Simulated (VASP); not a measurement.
# MgB2 (P6/mmm) in VASP: further runs

MgB2 is run at these levels: PBEsol; tasks: single point, relaxation of shape and atoms at fixed volume.

All numbers are computed with VASP 6.6.1; they aren't measurements. Logs are shortened: lines on timing, memory, paths and dates and some standing lists are left out, and cuts for length are marked.

### Step 1. The cell of the first run

It takes space group P6/mmm (No. 191, hexagonal). Conventional cell: a = 3.106 Å, b = 3.106 Å, c = 3.652 Å, α = 90.00°, β = 90.00°, γ = 120.00°. Within 3.4 Å of Mg (site symmetry 6/mmm) lie 12 B at 2.56 Å and 6 Mg at 3.11 Å. B (site symmetry -6m2) has 3 B at 1.79 Å within 2.4 Å.

### Step 2. Single point, PBEsol (strained)

The input, INCAR:

```
PREC = Accurate
ENCUT = 520
EDIFF = 1E-7
ISMEAR = 0
SIGMA = 0.1
LREAL = False
LASPH = True
NELM = 80
ALGO = Normal
ISIF = 2
LWAVE = False
LCHARG = False
GGA = PS
NBANDS = 11
```

The input, KPOINTS:

```
regular mesh
0
Gamma
  15 15 12
```

The input, POSCAR:

```
MgB2
1.0
    3.1055159602      0.0000000000      0.0000000000
   -1.5527579801      2.6894557134      0.0000000000
    0.0000000000      0.0000000000      3.6521179500
Mg B
1 2
Direct
    0.0000000000      0.0000000000      0.0000000000
    0.3333333333      0.6666666667      0.5000000000
    0.6666666667      0.3333333333      0.5000000000
```

Potentials or basis: VASP PAW PBE potentials, release 64 (Mg, B).

Started as:

```bash
cat potpaw_PBE.64/Mg/POTCAR potpaw_PBE.64/B/POTCAR > POTCAR
mpirun -np 1 vasp_std > vasp.out
```

OUTCAR:

```text
PREC = Accurate
   ENCUT = 520
   EDIFF = 1E-7
   ISMEAR = 0
   LREAL = False
   LASPH = True
   NELM = 80
   ISIF = 2
   GGA = PS

 ion  position               nearest neighbor table
   1  0.000  0.000  0.000-   2 2.56   3 2.56   2 2.56   3 2.56   3 2.56   3 2.56   2 2.56   2 2.56
                             3 2.56   3 2.56   2 2.56   2 2.56
   2  0.333  0.667  0.500-   3 1.79   3 1.79   3 1.79   1 2.56   1 2.56   1 2.56   1 2.56   1 2.56
                             1 2.56
   3  0.667  0.333  0.500-   2 1.79   2 1.79   2 1.79   1 2.56   1 2.56   1 2.56   1 2.56   1 2.56
                             1 2.56

  LATTYP: Found a hexagonal cell.
 ALAT       =     3.1055159602
 C/A-ratio  =     1.1760100405

  Lattice vectors:

 A1 = (   3.1055159602,   0.0000000000,   0.0000000000)
 A2 = (  -1.5527579801,   2.6894557134,   0.0000000000)
 A3 = (   0.0000000000,   0.0000000000,   3.6521179500)

Analysis of symmetry for initial positions (statically):
=====================================================================
 Subroutine PRICEL returns:
 Original cell was already a primitive cell.

 Routine SETGRP: Setting up the symmetry group for a
 hexagonal supercell.

 Subroutine GETGRP returns: Found 24 space group operations
 (whereof 24 operations were pure point group operations)
 out of a pool of 24 trial point group operations.

The static configuration has the point symmetry D_6h.

Analysis of symmetry for dynamics (positions and initial velocities):
=====================================================================
 Subroutine PRICEL returns:
 Original cell was already a primitive cell.

 Routine SETGRP: Setting up the symmetry group for a
 hexagonal supercell.

 Subroutine GETGRP returns: Found 24 space group operations
 (whereof 24 operations were pure point group operations)
 out of a pool of 24 trial point group operations.

The dynamic configuration has the point symmetry D_6h.

 Subroutine INISYM returns: Found 24 space group operations
 (whereof 24 operations are pure point group operations),
 and found     1 'primitive' translations

----------------------------------------------------------------------------------------

                                     Primitive cell

  volume of cell :      30.5030

  direct lattice vectors                    reciprocal lattice vectors
     3.105515960  0.000000000  0.000000000     0.322007683  0.185911223  0.000000000
    -1.552757980  2.689455713  0.000000000     0.000000000  0.371822445  0.000000000
     0.000000000  0.000000000  3.652117950     0.000000000  0.000000000  0.273813720

  length of vectors
     3.105515960  3.105515960  3.652117950     0.371822445  0.371822445  0.273813720

  position of ions in fractional coordinates (direct lattice)
     0.000000000  0.000000000  0.000000000
     0.333333333  0.666666667  0.500000000
     0.666666667  0.333333333  0.500000000

  ion indices of the primitive-cell ions
   primitive index   ion index
                 1           1
                 2           2
                 3           3

----------------------------------------------------------------------------------------

 KPOINTS: regular mesh

Automatic generation of k-mesh.
 Grid dimensions read from file:
 generate k-points for:   15   15   12

 Generating k-lattice:

  Cartesian coordinates                     Fractional coordinates (reciprocal lattice)
     0.021467179  0.012394082  0.000000000     0.066666667  0.000000000  0.000000000
     0.000000000  0.024788163  0.000000000     0.000000000  0.066666667  0.000000000
     0.000000000  0.000000000  0.022817810     0.000000000  0.000000000  0.083333333

  Length of vectors
     0.024788163  0.024788163  0.022817810

  Shift w.r.t. Gamma in fractional coordinates (k-lattice)
     0.000000000  0.000000000  0.000000000

 Subroutine IBZKPT returns following result:
 ===========================================

 Found    189 irreducible k-points:

 Following reciprocal coordinates:
            Coordinates               Weight
  0.000000  0.000000  0.000000      1.000000
  0.066667  0.000000  0.000000      6.000000
  0.133333 -0.000000  0.000000      6.000000
  0.200000 -0.000000  0.000000      6.000000
  0.266667 -0.000000  0.000000      6.000000
  0.333333  0.000000  0.000000      6.000000
[... 16 lines left out ...]
  0.333333  0.200000  0.000000     12.000000
  0.400000  0.200000  0.000000      6.000000
 [... further k-points ...]
   k-points           NKPTS =    189   k-points in BZ     NKDIM =    189   number of bands    NBANDS=     11
   number of dos      NEDOS =    301   number of ions     NIONS =      3
   total plane-waves  NPLWV =  16128
   dimension x,y,z NGX =    24 NGY =   24 NGZ =   28
   dimension x,y,z NGXF=    48 NGYF=   48 NGZF=   56
   ions per type =               1   2
   NGX,Y,Z   is equivalent  to a cutoff of  12.85, 12.85, 12.75 a.u.
   NGXF,Y,Z  is equivalent  to a cutoff of  25.70, 25.70, 25.49 a.u.
 SYSTEM =  unknown system
   PREC   = accura    normal or accurate (medium, high low for compatibility)
   ISTART =      0    job   : 0-new  1-cont  2-samecut
   ICHARG =      2    charge: 1-file 2-atom 10-const
   ISPIN  =      1    spin polarized calculation?
   LNONCOLLINEAR =      F non collinear calculations
   LSORBIT =      F    spin-orbit coupling
   LASPH  =      T    aspherical Exc in radial PAW
   ENCUT  =  520.0 eV  38.22 Ry    6.18 a.u.   5.77  5.77  6.79*2*pi/ulx,y,z
   NELM   =     80;   NELMIN=  2; NELMDL= -5     # of ELM steps
   EDIFF  = 0.1E-06   stopping-criterion for ELM
   LREAL  =      F    real-space projection
   EDIFFG = 0.1E-05   stopping-criterion for IOM
   NSW    =      0    number of steps for IOM
   IBRION =     -1    ionic relax: 0-MD 1-quasi-New 2-CG
   NFREE  =      0    steps in history (QN), initial steepest desc. (CG)
   ISIF   =      2    stress and relaxation
   ISYM   =      2    0-nonsym 1-usesym 2-fastsym
   POTIM  = 0.5000    time-step for ionic-motion
   TEBEG  =    0.0;   TEEND  =   0.0 temperature during run
   PSTRESS=    0.0 pullay stress
   NELECT =       8.0000    total number of electrons
   NUPDOWN=      -1.0000    fix difference up-down
   EMIN   =  10.00;   EMAX   =-10.00  energy-range for DOS
   EFERMI =   0.00;   METHOD = LEGACY
   ISMEAR =     0;   SIGMA  =   0.10  broadening in eV -4-tet -1-fermi 0-gaus
   EFERMI_NEDOS =   21; number of points for ismear=-14 and -15
   IALGO  =     38    algorithm
   IMIX   =      4    mixing-type and parameters
     AMIX     =   0.40;   BMIX     =  1.00
     AMIX_MAG =   1.60;   BMIX_MAG =  1.00
  volume/ion in A,a.u.               =      10.17        68.61
  Fermi-wavevector in a.u.,A,eV,Ry     =   1.047910  1.980262 14.940757  1.098115
  Thomas-Fermi vector in A             =   2.182809
   LORBIT       =      0    0 simple, 1 ext, 2 COOP (PROOUT), +10 PAW based schemes
   GGA     = PS    functional components
   LHFCALC =     F    Hartree Fock is set to
   AEXX    =    0.0000 exact exchange contribution
   IVDW    =     0    specifies the selected vdW correction
   LEPSILON=     F    determine dielectric tensor
   LRPA    =     F    only Hartree local field effects (RPA)
 non-spin polarized calculation
 Gauss-broadening in eV      SIGMA  =   0.10
  energy-cutoff  :      520.00
  volume of cell :       30.50
 maximum number of plane-waves:       834
 NGX is ok and might be reduce to    24
   NGX = 11   NGY = 11   NGZ = 13

 number of electron       8.0000000 magnetization

 Free energy of the ion-electron system (eV)
  ---------------------------------------------------
  ext. energy  EPLUGINS =         0.00000000
  ---------------------------------------------------
  free energy    TOTEN  =       -16.16053538 eV

  energy without entropy =      -16.15749639  energy(sigma->0) =      -16.15901588

 E-fermi :   4.8935     XC(G=0): -10.7899

 val. band max:        4.8668170599   @ k =   0.1333  -0.0000   0.2500
 cond. band min:       4.9271547442   @ k =   0.3333   0.2000   0.3333
 fundamental gap:      0.0603376843
 Fermi energy:         4.8935427286

 k-point     1 :       0.0000    0.0000    0.0000
  band No.  band energies     occupation
      1      -7.2553      2.00000
      2       1.7533      2.00000
      3       5.3574      0.00000
      4       5.3574      0.00000
      5       5.9049      0.00000
      6      11.2388      0.00000
      7      11.2388      0.00000
      8      12.9263      0.00000
      9      14.5839      0.00000
     10      17.2726      0.00000
     11      20.4174      0.00000

 k-point     2 :       0.0667    0.0000    0.0000
  band No.  band energies     occupation
      1      -7.1792      2.00000
      2       1.8290      2.00000
      3       4.9612      0.33852
      4       5.1730      0.00008
      5       5.9785      0.00000
      6      11.1685      0.00000
      7      11.5758      0.00000
      8      13.0898      0.00000
      9      14.3075      0.00000
     10      17.6735      0.00000
     11      19.9861      0.00000

 k-point     3 :       0.1333   -0.0000    0.0000
  band No.  band energies     occupation
      1      -6.9512      2.00000
      2       2.0549      2.00000
      3       3.9662      2.00000
      4       4.7268      1.98166
      5       6.2027      0.00000
      6      10.8808      0.00000
      7      12.4752      0.00000
      8      13.5355      0.00000
      9      13.5391      0.00000
     10      18.7104      0.00000
     11      19.1521      0.00000

 k-point     4 :       0.2000   -0.0000    0.0000
  band No.  band energies     occupation
      1      -6.5731      2.00000
      2       2.4278      2.00000
      3       2.6882      2.00000
      4       4.1978      2.00000
      5       6.5710      0.00000
      6      10.4600      0.00000
      7      12.4258      0.00000
      8      13.7405      0.00000
      9      13.8801      0.00000
     10      18.5355      0.00000
     11      18.7778      0.00000

 k-point     5 :       0.2667   -0.0000    0.0000
  band No.  band energies     occupation
      1      -6.0478      2.00000
      2       1.3251      2.00000
      3       2.9396      2.00000
      4       3.7030      2.00000
      5       7.0696      0.00000
      6      10.0453      0.00000
      7      11.1398      0.00000
      8      13.6726      0.00000
      9      15.2118      0.00000
     10      17.9361      0.00000
     11      18.6203      0.00000
[... 211 lines left out ...]
 k-point    21 :       0.2000    0.2000    0.0000
  band No.  band energies     occupation
      1      -5.2337      2.00000
      2       0.5834      2.00000
      3       1.6649      2.00000
      4       3.7274      2.00000
      5       7.9426      0.00000
      6       9.8327      0.00000
      7      12.0831      0.00000
      8      12.2092      0.00000
      9      15.1810      0.00000
     10      15.3864      0.00000
     11      17.1115      0.00000

 k-point    22 :       0.2667    0.2000    0.0000
  band No.  band energies     occupation
      1      -4.5081      2.00000
      2      -0.4050      2.00000
      3       1.0441      2.00000
      4       4.4030      2.00000
      5       8.6304      0.00000
      6       8.8180      0.00000
      7      11.5667      0.00000
      8      12.5989      0.00000
      9      14.3974      0.00000
     10      15.7779      0.00000
     11      16.7365      0.00000

 k-point    23 :       0.3333    0.2000    0.0000
  band No.  band energies     occupation
      1      -3.6684      2.00000
      2      -1.4943      2.00000
      3       0.7412      2.00000
      4       5.1096      0.00224
      5       7.8840      0.00000
      6       9.3713      0.00000
      7      10.9893      0.00000
      8      12.5173      0.00000
      9      13.9398      0.00000
     10      16.0674      0.00000
     11      17.3529      0.00000

 k-point    24 :       0.4000    0.2000    0.0000
  band No.  band energies     occupation
      1      -2.9694      2.00000
      2      -2.2879      2.00000
      3       0.6485      2.00000
      4       5.5116      0.00000
      5       7.4017      0.00000
      6       9.9117      0.00000
      7      10.5147      0.00000
      8      12.4266      0.00000
      9      13.7903      0.00000
     10      16.0478      0.00000
     11      18.3640      0.00000

 [... further k-points ...]
[... 5 lines left out ...]
  --------------------------------------------------------------------------------------
  -------------------------------------------------------------------------------------
  Total       -1.3800504     -1.3800504     -2.1369242     -0.0000000      0.0000000      0.0000000
  in kB      -72.4874062    -72.4874062   -112.2423488     -0.0000000      0.0000000      0.0000000
  external PRESSURE =     -85.7390537 kB  Pullay stress =       0.0000000 kB

 VOLUME and BASIS-vectors are now :
 -----------------------------------------------------------------------------
  energy-cutoff  :      520.00
  volume of cell :       30.50
      direct lattice vectors                 reciprocal lattice vectors
     3.105515960  0.000000000  0.000000000     0.322007683  0.185911223  0.000000000
    -1.552757980  2.689455713  0.000000000     0.000000000  0.371822445  0.000000000
     0.000000000  0.000000000  3.652117950     0.000000000  0.000000000  0.273813720

 POSITION                                       TOTAL-FORCE (eV/Angst)
 -----------------------------------------------------------------------------------
      0.00000      0.00000      0.00000        -0.000000      0.000000      0.000000
     -0.00000      1.79297      1.82606        -0.000000     -0.000000      0.000000
      1.55276      0.89649      1.82606         0.000000      0.000000     -0.000000
 -----------------------------------------------------------------------------------
    total drift:                                0.000000     -0.000000      0.000000

  FREE ENERGIE OF THE ION-ELECTRON SYSTEM (eV)
  ---------------------------------------------------
  free  energy   TOTEN  =       -16.1605353757 eV

  energy  without entropy=      -16.1574963865  energy(sigma->0) =      -16.15901588
```

It took 27 s on 1 thread of AMD EPYC 9R45 (Zen 5), shared host; peak memory 0.16 GiB.

What came out:

* Free energy: -16.1605 eV
* Pressure: -8.6 GPa
* Band gap on the k mesh: zero (band 4 reaches 6.51 eV, above the bottom of band 5 at 2.99 eV)

Levels at points of the mesh, in eV from the Fermi level:
```tsv
k point	band 1	band 2	band 3	band 4	band 5	band 6	band 7	band 8
(0.00, 0.00, 0.00)	-12.15	-3.14	0.46	0.46	1.01	6.35	6.35	8.03
(0.00, 0.00, 0.50)	-11.02	-7.31	0.77	0.77	6.65	6.65	7.96	8.78
```

Caveat: the cell differs from its parent crystal (strained); the PAW data sets were made with another functional, which shifts forces and pressure a little.

### Step 3. Relaxation of shape and atoms at fixed volume, PBEsol (volume scaled by 1.10)

The input, INCAR:

```
  PREC = Accurate
  ENCUT = 600
  EDIFF = 1E-7
  ISMEAR = 0
  SIGMA = 0.1
  LREAL = False
  LASPH = True
  NELM = 80
  ALGO = Normal
  ISIF = 4
  LWAVE = False
  LCHARG = False
  GGA = PS
  IBRION = 2
  NSW = 50
  EDIFFG = -0.01
```

The input, KPOINTS:

```
regular mesh
0
Gamma
  18 18 12
```

The input, POSCAR:

```
MgB2
1.0
    3.1501635454      0.0000000000      0.0000000000
   -1.5750817727      2.7281216564      0.0000000000
    0.0000000000      0.0000000000      3.6388443139
Mg B
1 2
Direct
    0.0000000000      0.0000000000      0.0000000000
    0.3333333333      0.6666666667      0.5000000000
    0.6666666667      0.3333333333      0.5000000000
```

Potentials or basis: VASP PAW PBE potentials, release 64 (Mg, B).

Started as:

```bash
cat potpaw_PBE.64/Mg/POTCAR potpaw_PBE.64/B/POTCAR > POTCAR
mpirun -np 1 vasp_std > vasp.out
```

Run time: 3 min. Hardware: 1 thread of Intel Xeon 8259CL, shared host; peak memory 0.24 GiB.

It converged, with:

```
Free energy               : -16.1150 eV
Energy gained by relaxing : 0.3 meV/atom
Ionic steps               : 3
Pressure after relaxing   : -11.9 GPa
Band gap on the k mesh    : zero (band 4 reaches 6.36 eV, above the bottom of band 5 at 2.84 eV)
```

Step by step:
| step | energy change (eV) | largest force (eV/Å) | pressure (GPa) | volume (Å³) |
| --- | --- | --- | --- | --- |
| 1 | 0.0000 | 0.0000 | -12.15 | 31.27 |
| 2 | -0.0008 | 0.0000 | -11.94 | 31.27 |
| 3 | -0.0008 | 0.0000 | -11.89 | 31.27 |

Final structure:
```xyz
3
Lattice="3.1429 0.0000 0.0000 -1.5715 2.7219 0.0000 0.0000 0.0000 3.6556" Properties=species:S:1:pos:R:3 pbc="T T T"
Mg   -1.5715    2.7219    0.0000
B     0.0000    1.8146    1.8278
B     1.5715    0.9073    1.8278
```

Levels at points of the mesh, in eV from the Fermi level:
```tsv
k point	band 2	band 3	band 4	band 5	band 6	band 7
(0.00, 0.00, 0.00)	-2.94	0.43	0.43	1.17	6.17	6.17
(0.50, 0.00, 0.00)	-7.49	-2.00	0.16	2.84	3.80	4.74
(0.00, 0.00, 0.50)	-7.12	0.75	0.75	6.50	6.50	7.73
(0.50, 0.00, 0.50)	-6.67	-3.35	-1.73	-1.23	5.35	8.19
```

Caveat: the cell differs from its parent crystal (volume scaled by 1.10); the PAW data sets were made with another functional, which shifts forces and pressure a little.

### Step 4. Single point, PBEsol (volume scaled by 0.88, then relaxed in part)

The input, INCAR:

```
SYSTEM = MgB2
  ALGO = Normal
  EDIFF = 1E-7
  ENCUT = 520
  GGA = PS
  ISIF = 2
  ISMEAR = 0
  LASPH = .TRUE.
  LCHARG = .TRUE.
  LELF = .TRUE.
  LREAL = .FALSE.
  LVHAR = .TRUE.
  LWAVE = .FALSE.
  NBANDS = 11
  NELM = 60
  PREC = Accurate
  SIGMA = 0.1
```

The input, KPOINTS:

```
k-points
0
G
  18 18 12
  0 0 0
```

The input, POSCAR:

```
MgB2
1.0
    2.9625572033      0.0000000000      0.0000000000
   -1.4812786016      2.5656497982      0.0000000000
    0.0000000000      0.0000000000      3.2914417619
Mg B
1 2
Direct
    0.0000000000      0.0000000000      0.0000000000
    0.3333333333      0.6666666667      0.5000000000
    0.6666666667      0.3333333333      0.5000000000
```

Started as:

```bash
cat potpaw_PBE.64/Mg/POTCAR potpaw_PBE.64/B/POTCAR > POTCAR
mpirun -np 1 vasp_std > vasp.out
```

Run time: 19 s. Hardware: 1 thread of Intel Xeon 6975P-C (Granite Rapids), shared host; peak memory 0.19 GiB.

The run converged. Its results:

| Property | Result |
| --- | --- |
| Free energy | -15.9943 eV |
| Pressure | 23.9 GPa |
| Band gap on the k mesh | zero (band 4 reaches 8.39 eV, above the bottom of band 5 at 3.96 eV) |

Stress tensor (GPa, compression positive):
```
24.03  0.00  0.00
 0.00 24.03  0.00
 0.00  0.00 23.78
```

Levels at points of the mesh, in eV from the Fermi level:
| k point | band 1 | band 2 | band 3 | band 4 | band 5 | band 6 | band 7 | band 8 | band 9 |
| --- | --- | --- | --- | --- | --- | --- | --- | --- | --- |
| (0.00, 0.00, 0.00) | -13.26 | -2.87 | 0.37 | 0.37 | 2.49 | 6.70 | 6.70 | 9.34 | 11.19 |
| (0.50, 0.00, 0.00) | -8.99 | -8.47 | -2.41 | 0.41 | 3.67 | 4.03 | 6.50 | 8.89 | 14.34 |
| (0.00, 0.00, 0.50) | -11.65 | -8.05 | 0.89 | 0.89 | 6.99 | 6.99 | 8.58 | 11.93 | 12.10 |
| (0.50, 0.00, 0.50) | -7.75 | -7.35 | -3.95 | -2.07 | -1.40 | 6.58 | 9.75 | 10.06 | 15.45 |

Caveat: the cell differs from its parent crystal (volume scaled by 0.88, then relaxed in part); the PAW data sets were made with another functional, which shifts forces and pressure a little.

### Step 5. Overview

```csv
task,cell,k mesh,cutoff (eV),gap on the mesh (eV),pressure (GPa)
single point,"a = 3.106, b = 3.106, c = 3.652 Å, angles 90.0, 90.0, 120.0°, 3 atoms",15 × 15 × 12,520,none,-8.6
relaxation of shape and atoms at fixed volume,"relaxed from a = 3.150, b = 3.150, c = 3.639 Å, angles 90.0, 90.0, 120.0°, 3 atoms",18 × 18 × 12,600,none,-11.9
single point,"a = 2.963, b = 2.963, c = 3.291 Å, angles 90.0, 90.0, 120.0°, 3 atoms",18 × 18 × 12,520,none,23.9
```

Alike in all rows: level PBEsol; potentials or basis VASP PAW PBE potentials, release 64 (Mg, B); no spin polarisation; smearing gaussian 0.1 eV.

Caveats: the PAW data sets were made with another functional, which shifts forces and pressure a little.

Absolute energies hang on the potentials; compare differences alone.
